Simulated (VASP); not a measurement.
Here is a VASP 6.6.1 calculation.

File POSCAR:

```
Cd
1.0
    4.4200000000      0.0000000000      0.0000000000
    0.0000000000      4.4200000000      0.0000000000
    0.0000000000      0.0000000000      4.4200000000
Cd
4
Direct
    0.0000000000      0.0000000000      0.0000000000
    0.0000000000      0.5000000000      0.5000000000
    0.5000000000      0.0000000000      0.5000000000
    0.5000000000      0.5000000000      0.0000000000
```

INCAR.step1

```
SYSTEM = Cd
  PREC = Accurate
  ENCUT = 600
  ISMEAR = 1
  SIGMA = 0.1
  LREAL = .FALSE.
  LASPH = .TRUE.
  NELM = 60
  GGA = PE
  ALGO = Normal
  EDIFF = 1E-4
  LWAVE = .TRUE.
  LCHARG = .FALSE.
```

File INCAR.step2:

```
SYSTEM = Cd
  PREC = Accurate
  ENCUT = 600
  EDIFF = 1E-6
  ISMEAR = 1
  SIGMA = 0.1
  LREAL = .FALSE.
  LASPH = .TRUE.
  NELM = 60
  ALGO = Normal
  ISIF = 3
  LWAVE = .FALSE.
  LCHARG = .FALSE.
  METAGGA = R2SCAN
  LMIXTAU = .TRUE.
  IBRION = 2
  NSW = 60
  EDIFFG = -0.01
  ISTART = 1
```

The input KPOINTS:

```
regular mesh
0
G
  5 5 5
  0 0 0
```

Potentials or basis: VASP PAW PBE potentials, release 64 (Cd).

The run is started by

```console
$ cat potpaw_PBE.64/Cd/POTCAR > POTCAR
$ cp INCAR.step1 INCAR
$ mpirun -np 1 vasp_std > vasp.out
$ cp INCAR.step2 INCAR
$ mpirun -np 1 vasp_std > vasp.out
```

Question: What does it give for the relaxed volume?

Answer: 21.82 Å³/atom.

Question: What does it give for the space group after relaxing (to 0.05 Å)?

Answer: Fm-3m (No. 225).

Question: Predict the band gap on the k mesh.

Answer: Zero (band 24 reaches 3.94 eV, above the bottom of band 25 at 2.23 eV).

Question: Estimate the relaxed cell.

Answer: a = 4.436 Å, b = 4.436 Å, c = 4.436 Å, α = 90.00°, β = 90.00°, γ = 90.00°.

The path:
| step | energy change (eV) | largest force (eV/Å) | pressure (GPa) | volume (Å³) |
| --- | --- | --- | --- | --- |
| 1 | 0.0000 | 0.0000 | 0.56 | 86.35 |
| 2 | -0.0015 | 0.0000 | -0.04 | 87.30 |

Caveat: the PAW data sets were made with another functional, which shifts forces and pressure a little.
